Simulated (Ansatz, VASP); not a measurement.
# Two plane-wave programs on Y2Tl

```
Y Tl
1.0
     5.41650    0.00000    0.00000
    -2.70825    4.69083    0.00000
     0.00000    0.00000    6.74826
Y Tl
4 2
Direct
  0.33330 0.66670 0.75000
  0.66660 0.33330 0.25000
  0.00000 0.00000 0.00000
  0.00000 0.00000 0.50000
  0.33330 0.66670 0.25000
  0.66660 0.33330 0.75000
```

Alike in both runs: task single point; functional PBE; k mesh 4 × 4 × 3; occupations methfessel-paxton of order 1, width 0.0805 eV; no spin polarisation.

|  | VASP | Ansatz |
| --- | --- | --- |
| version | VASP 6.6.1 | Ansatz 0.2.0 |
| potentials or method | VASP PAW PBE potentials, release 64 (Y_sv, Tl_d), cutoff 520 eV | PAW plane waves |
| valence electrons in the cell | 70 | 70 |

|  | VASP | Ansatz | Ansatz less VASP |
| --- | --- | --- | --- |
| gap on the k mesh at the Fermi level (eV) | none | none | - |
| pressure (GPa) | 0.4 | 0.5 | +0.08 |

A gap of «none» marks a metal or a gap that the smearing closes. With one functional, cell and mesh, what is left measures potentials, basis and numerics.

Neither program's run includes spin-orbit coupling.
